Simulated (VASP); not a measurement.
# Ni (Fm-3m) in VASP: further runs

Runs on Ni. Level: r2SCAN. Tasks: single point.

Everything below comes from runs of VASP 6.6.1. Logs are shortened: lines on timing, memory, paths and dates and some standing lists are left out, and cuts for length are marked.

## 1. The cell of the first run

Symmetry: Fm-3m, No. 225, cubic system. Conventional cell: a = 3.524 Å, b = 3.524 Å, c = 3.524 Å, α = 90.00°, β = 90.00°, γ = 90.00°. Within 3.3 Å of Ni (site symmetry m-3m) lie 12 Ni at 2.49 Å.

## 2. Single point, r2SCAN, collinear spin, ferromagnetic start

POSCAR

```
Ni
1.0
    0.0000000000      1.7619400000      1.7619400000
    1.7619400000      0.0000000000      1.7619400000
    1.7619400000      1.7619400000      0.0000000000
Ni
1
Direct
    0.0000000000      0.0000000000      0.0000000000
```

INCAR.step1

```
ALGO     = Normal         # electronic algorithm
EDIFF    = 1E-5           # SCF threshold, eV
ENCUT    = 660            # plane-wave cutoff, eV
GGA      = PE             # functional
GGA_COMPAT= False        
ISMEAR   = -1             # smearing method
ISPIN    = 2              # spin polarisation
LASPH    = True           # aspherical terms in the spheres
LCHARG   = False          # write CHGCAR
LMAXMIX  = 4              # l up to which the mixer works
LREAL    = False          # projectors in reciprocal space
LWAVE    = True           # write WAVECAR
MAGMOM   = 2              # initial moments
NBANDS   = 15             # bands
NELM     = 200            # most SCF steps
PREC     = Accurate       # precision mode
SIGMA    = 0.1            # smearing width, eV
```

INCAR.step2

```
ALGO     = Normal         # electronic algorithm
EDIFF    = 1E-6           # SCF threshold, eV
ENCUT    = 660            # plane-wave cutoff, eV
GGA_COMPAT= False        
ISIF     = 2              # what is computed and relaxed
ISMEAR   = -1             # smearing method
ISPIN    = 2              # spin polarisation
ISTART   = 1            
LASPH    = True           # aspherical terms in the spheres
LCHARG   = True           # write CHGCAR
LELF     = True           # ELF
LMAXMIX  = 4              # l up to which the mixer works
LMIXTAU  = True         
LORBIT   = 11             # projections on sites
LREAL    = False          # projectors in reciprocal space
LVHAR    = True         
LWAVE    = False          # write WAVECAR
MAGMOM   = 2              # initial moments
METAGGA  = R2SCAN         # meta-GGA
NBANDS   = 15             # bands
NELM     = 200            # most SCF steps
PREC     = Accurate       # precision mode
SIGMA    = 0.1            # smearing width, eV
```

KPOINTS

```
k-points
0
Gamma
  14 14 14
```

Potentials or basis: VASP PAW PBE potentials, release 64 (Ni).

Started as:

```console
> cat potpaw_PBE.64/Ni/POTCAR > POTCAR
> cp INCAR.step1 INCAR
> mpirun -np 1 vasp_std > vasp.out
> cp INCAR.step2 INCAR
> mpirun -np 1 vasp_std > vasp.out
```

OUTCAR:

```text
EDIFF = 1E-6
   ENCUT = 660
   ISIF = 2
   ISMEAR = -1
   ISPIN = 2
   ISTART = 1
   LASPH = True
   LORBIT = 11
   LREAL = False
   METAGGA = R2SCAN
   NELM = 200
   PREC = Accurate

 ion  position               nearest neighbor table
   1  0.000  0.000  0.000-

  LATTYP: Found a face centered cubic cell.
 ALAT       =     3.5238800000

  Lattice vectors:

 A1 = (   0.0000000000,   1.7619400000,   1.7619400000)
 A2 = (   1.7619400000,   0.0000000000,   1.7619400000)
 A3 = (   1.7619400000,   1.7619400000,   0.0000000000)

Analysis of symmetry for initial positions (statically):
=====================================================================
 Subroutine PRICEL returns:
 Original cell was already a primitive cell.

 Routine SETGRP: Setting up the symmetry group for a
 face centered cubic supercell.

 Subroutine GETGRP returns: Found 48 space group operations
 (whereof 48 operations were pure point group operations)
 out of a pool of 48 trial point group operations.

The static configuration has the point symmetry O_h .

Analysis of symmetry for dynamics (positions and initial velocities):
=====================================================================
 Subroutine PRICEL returns:
 Original cell was already a primitive cell.

 Routine SETGRP: Setting up the symmetry group for a
 face centered cubic supercell.

 Subroutine GETGRP returns: Found 48 space group operations
 (whereof 48 operations were pure point group operations)
 out of a pool of 48 trial point group operations.

The dynamic configuration has the point symmetry O_h .

Analysis of structural, dynamic, and magnetic symmetry:
=====================================================================
 Subroutine PRICEL returns:
 Original cell was already a primitive cell.

 Routine SETGRP: Setting up the symmetry group for a
 face centered cubic supercell.

 Subroutine GETGRP returns: Found 48 space group operations
 (whereof 48 operations were pure point group operations)
 out of a pool of 48 trial point group operations.

The overall configuration has the point symmetry O_h .

 Subroutine INISYM returns: Found 48 space group operations
 (whereof 48 operations are pure point group operations),
 and found     1 'primitive' translations

----------------------------------------------------------------------------------------

                                     Primitive cell

  volume of cell :      10.9396

  direct lattice vectors                    reciprocal lattice vectors
     0.000000000  1.761940000  1.761940000    -0.283778108  0.283778108  0.283778108
     1.761940000  0.000000000  1.761940000     0.283778108 -0.283778108  0.283778108
     1.761940000  1.761940000  0.000000000     0.283778108  0.283778108 -0.283778108

  length of vectors
     2.491759444  2.491759444  2.491759444     0.491518102  0.491518102  0.491518102

  position of ions in fractional coordinates (direct lattice)
     0.000000000  0.000000000  0.000000000

  ion indices of the primitive-cell ions
   primitive index   ion index
                 1           1

----------------------------------------------------------------------------------------

 KPOINTS: k-points

Automatic generation of k-mesh.
 Grid dimensions read from file:
 generate k-points for:   14   14   14

 Generating k-lattice:

  Cartesian coordinates                     Fractional coordinates (reciprocal lattice)
    -0.020269865  0.020269865  0.020269865     0.071428571  0.000000000  0.000000000
     0.020269865 -0.020269865  0.020269865     0.000000000  0.071428571  0.000000000
     0.020269865  0.020269865 -0.020269865     0.000000000  0.000000000  0.071428571

  Length of vectors
     0.035108436  0.035108436  0.035108436

  Shift w.r.t. Gamma in fractional coordinates (k-lattice)
     0.000000000  0.000000000  0.000000000

 Subroutine IBZKPT returns following result:
 ===========================================

 Found    104 irreducible k-points:

 Following reciprocal coordinates:
            Coordinates               Weight
  0.000000  0.000000  0.000000      1.000000
  0.071429  0.000000  0.000000      8.000000
  0.142857  0.000000  0.000000      8.000000
  0.214286  0.000000  0.000000      8.000000
  0.285714  0.000000  0.000000      8.000000
  0.357143  0.000000  0.000000      8.000000
[... 16 lines left out ...]
  0.214286  0.142857  0.000000     24.000000
  0.285714  0.142857  0.000000     24.000000
 [... further k-points ...]
   k-points           NKPTS =    104   k-points in BZ     NKDIM =    104   number of bands    NBANDS=     15
   number of dos      NEDOS =    301   number of ions     NIONS =      1
   total plane-waves  NPLWV =  13824
   dimension x,y,z NGX =    24 NGY =   24 NGZ =   24
   dimension x,y,z NGXF=    48 NGYF=   48 NGZF=   48
   ions per type =               1
   NGX,Y,Z   is equivalent  to a cutoff of  16.01, 16.01, 16.01 a.u.
   NGXF,Y,Z  is equivalent  to a cutoff of  32.02, 32.02, 32.02 a.u.
 SYSTEM =  unknown system
   PREC   = accura    normal or accurate (medium, high low for compatibility)
   ISTART =      1    job   : 0-new  1-cont  2-samecut
   ICHARG =      0    charge: 1-file 2-atom 10-const
   ISPIN  =      2    spin polarized calculation?
   LNONCOLLINEAR =      F non collinear calculations
   LSORBIT =      F    spin-orbit coupling
   LASPH  =      T    aspherical Exc in radial PAW
   ENCUT  =  660.0 eV  48.51 Ry    6.96 a.u.   5.22  5.22  5.22*2*pi/ulx,y,z
   NELM   =    200;   NELMIN=  2; NELMDL=  0     # of ELM steps
   EDIFF  = 0.1E-05   stopping-criterion for ELM
   LREAL  =      F    real-space projection
   EDIFFG = 0.1E-04   stopping-criterion for IOM
   NSW    =      0    number of steps for IOM
   IBRION =     -1    ionic relax: 0-MD 1-quasi-New 2-CG
   NFREE  =      0    steps in history (QN), initial steepest desc. (CG)
   ISIF   =      2    stress and relaxation
   ISYM   =      2    0-nonsym 1-usesym 2-fastsym
   POTIM  = 0.5000    time-step for ionic-motion
   TEBEG  =    0.0;   TEEND  =   0.0 temperature during run
   PSTRESS=    0.0 pullay stress
   NELECT =      10.0000    total number of electrons
   NUPDOWN=      -1.0000    fix difference up-down
   EMIN   =  10.00;   EMAX   =-10.00  energy-range for DOS
   EFERMI =   0.00;   METHOD = LEGACY
   ISMEAR =    -1;   SIGMA  =   0.10  broadening in eV -4-tet -1-fermi 0-gaus
   EFERMI_NEDOS =   21; number of points for ismear=-14 and -15
   IALGO  =     38    algorithm
   IMIX   =      4    mixing-type and parameters
     AMIX     =   0.40;   BMIX     =  1.00
     AMIX_MAG =   1.60;   BMIX_MAG =  1.00
  volume/ion in A,a.u.               =      10.94        73.82
  Fermi-wavevector in a.u.,A,eV,Ry     =   1.588816  3.002428 34.345698  2.524338
  Thomas-Fermi vector in A             =   2.687762
   LORBIT       =     11    0 simple, 1 ext, 2 COOP (PROOUT), +10 PAW based schemes
   METAGGA = R2SCAN    functional components
   LHFCALC =     F    Hartree Fock is set to
   AEXX    =    0.0000 exact exchange contribution
   IVDW    =     0    specifies the selected vdW correction
   LEPSILON=     F    determine dielectric tensor
   LRPA    =     F    only Hartree local field effects (RPA)
 spin polarized calculation
  energy-cutoff  :      660.00
  volume of cell :       10.94
 maximum number of plane-waves:       444
 NGX is ok and might be reduce to    24
   NGX = 11   NGY = 11   NGZ = 11

 number of electron      10.0000001 magnetization       0.7399426

 Free energy of the ion-electron system (eV)
  ---------------------------------------------------
  ext. energy  EPLUGINS =         0.00000000
  ---------------------------------------------------
  free energy    TOTEN  =       -11.95652664 eV

  energy without entropy =      -11.91392887  energy(sigma->0) =      -11.93522775

 E-fermi :   9.2356     XC(G=0): -14.3482

 val. band max:        9.2073405276   @ k =  -0.2857   0.0714   0.0000
 cond. band min:       9.2734299461   @ k =   0.5000   0.3571   0.1429
 fundamental gap:      0.0660894185
 Fermi energy:         9.2355550205

 spin component 1

 k-point     1 :       0.0000    0.0000    0.0000
  band No.  band energies     occupation
      1      -0.1199      1.00000
      2       6.3060      1.00000
      3       6.3060      1.00000
      4       6.3060      1.00000
      5       7.5840      1.00000
      6       7.5840      1.00000
      7      33.7335      0.00000
      8      37.8378      0.00000
      9      37.8379      0.00000
     10      37.8379      0.00000
     11      40.4382      0.00000
     12      40.4382      0.00000
     13      40.4382      0.00000
     14      43.9151      0.00000
     15      50.3075      0.00000
[... 397 lines left out ...]
 k-point    24 :       0.2857    0.1429    0.0000
  band No.  band energies     occupation
      1       2.5983      1.00000
      2       5.6664      1.00000
      3       6.6073      1.00000
      4       6.8237      1.00000
      5       7.5090      1.00000
      6       7.8906      1.00000
      7      25.1349      0.00000
      8      30.9255      0.00000
      9      31.5837      0.00000
     10      34.3907      0.00000
     11      39.7208      0.00000
     12      43.7644      0.00000
     13      45.8277      0.00000
     14      47.9540      0.00000
     15      51.2938      0.00000

 [... further k-points ...]

 spin component 2

 k-point     1 :       0.0000    0.0000    0.0000
  band No.  band energies     occupation
      1      -0.3818      1.00000
      2       7.6594      1.00000
      3       7.6594      1.00000
      4       7.6594      1.00000
      5       8.3606      0.99984
      6       8.3607      0.99984
      7      33.4628      0.00000
      8      37.9493      0.00000
      9      37.9493      0.00000
     10      37.9493      0.00000
     11      40.7432      0.00000
     12      40.7432      0.00000
     13      40.7432      0.00000
     14      43.9809      0.00000
     15      50.9170      0.00000
[... 397 lines left out ...]
 k-point    24 :       0.2857    0.1429    0.0000
  band No.  band energies     occupation
      1       2.4137      1.00000
      2       6.8491      1.00000
      3       7.5475      1.00000
      4       8.0245      0.99999
      5       8.6444      0.99730
      6       8.8798      0.97229
      7      25.3353      0.00000
      8      31.1356      0.00000
      9      31.5810      0.00000
     10      34.5683      0.00000
     11      40.0614      0.00000
     12      43.9238      0.00000
     13      46.0482      0.00000
     14      48.2691      0.00000
     15      52.9044      0.00000

 [... further k-points ...]
[... 5 lines left out ...]
  --------------------------------------------------------------------------------------
  -------------------------------------------------------------------------------------
  Total       -0.4724959     -0.4724959     -0.4724959      0.0000000      0.0000000      0.0000000
  in kB      -69.1998663    -69.1998663    -69.1998663      0.0000000      0.0000000      0.0000000
  external PRESSURE =     -69.1998663 kB  Pullay stress =       0.0000000 kB

 VOLUME and BASIS-vectors are now :
 -----------------------------------------------------------------------------
  energy-cutoff  :      660.00
  volume of cell :       10.94
      direct lattice vectors                 reciprocal lattice vectors
     0.000000000  1.761940000  1.761940000    -0.283778108  0.283778108  0.283778108
     1.761940000  0.000000000  1.761940000     0.283778108 -0.283778108  0.283778108
     1.761940000  1.761940000  0.000000000     0.283778108  0.283778108 -0.283778108

 POSITION                                       TOTAL-FORCE (eV/Angst)
 -----------------------------------------------------------------------------------
      0.00000      0.00000      0.00000         0.000000      0.000000      0.000000
 -----------------------------------------------------------------------------------
    total drift:                               -0.000000      0.000000     -0.000000

  FREE ENERGIE OF THE ION-ELECTRON SYSTEM (eV)
  ---------------------------------------------------
  free  energy   TOTEN  =       -11.9565266376 eV

  energy  without entropy=      -11.9139288718  energy(sigma->0) =      -11.93522775

 total charge

# of ion       s       p       d       tot
------------------------------------------
    1        0.512   0.513   8.309   9.335

 magnetization (x)

# of ion       s       p       d       tot
------------------------------------------
    1       -0.010  -0.043   0.818   0.765
```

Wall time 1.8 min (1 thread of Intel Xeon Platinum 8488C (Sapphire Rapids), shared host); peak memory 0.18 GiB.

Results:

| Item | Value |
| --- | --- |
| Free energy | -11.9565 eV |
| Pressure | -6.9 GPa |
| Net moment | 0.74 μB per cell |
| Site moments | Ni +0.77 μB |
| Valence electrons inside the program's atomic spheres | Ni 9.34 |

Caveat: the cell stands under tension; the PAW data sets were made with another functional, which shifts forces and pressure a little.

[end of part 1 of 2]
